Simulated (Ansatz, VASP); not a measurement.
# Ir: VASP beside Ansatz

```
CELL_PARAMETERS angstrom
0.00000 -1.90541 -1.90541
0.00000 1.90541 -1.90541
3.81081 0.00000 0.00000
ATOMIC_POSITIONS crystal
Ir 0.52015 0.47985 0.48315
Ir 0.97985 0.02015 0.01685
```

Change from the starting cell: mode 4 frozen in at -0.077 Å and mode 6 at -0.064 Å (largest displacements).

Alike in both runs: task single point; functional LDA; k mesh 16 × 16 × 12; occupations gaussian, width 0.15 eV; no spin polarisation.

```csv
,VASP,Ansatz
version,VASP 6.6.1,Ansatz 0.2.0
potentials or method,"VASP PAW LDA potentials, release 64 (Ir), cutoff 520 eV","scalar-relativistic, plane waves, PAW"
valence electrons in the cell,18,34
```

VASP gave:

```
gap on the k mesh at the Fermi level (eV)                     : none
pressure (GPa)                                                : 8.8
traceless stress, the component that is largest in VASP (GPa) : 7.35
rms of the force components (eV/Å)                            : 1.412
```

**Question.** What did Ansatz give for the same quantities?

**Answer.** gap on the k mesh at the Fermi level (eV): none; pressure (GPa): 6.1; traceless stress, the component that is largest in VASP (GPa): 7.30; rms of the force components (eV/Å): 1.372.

Ansatz warns that its potentials were made for another functional, while VASP's fit it. LDA's correlation is that of Perdew and Zunger in VASP and of Perdew and Wang (1992) in Ansatz. Atom by atom the forces differ by 0.040 eV/Å (rms over components). A gap of «none» marks a metal or a gap that the smearing closes. VASP's potentials hold 18 valence electrons a cell and Ansatz's 34, so a difference there can come from the potentials and not from the codes.

Neither program's run includes spin-orbit coupling.
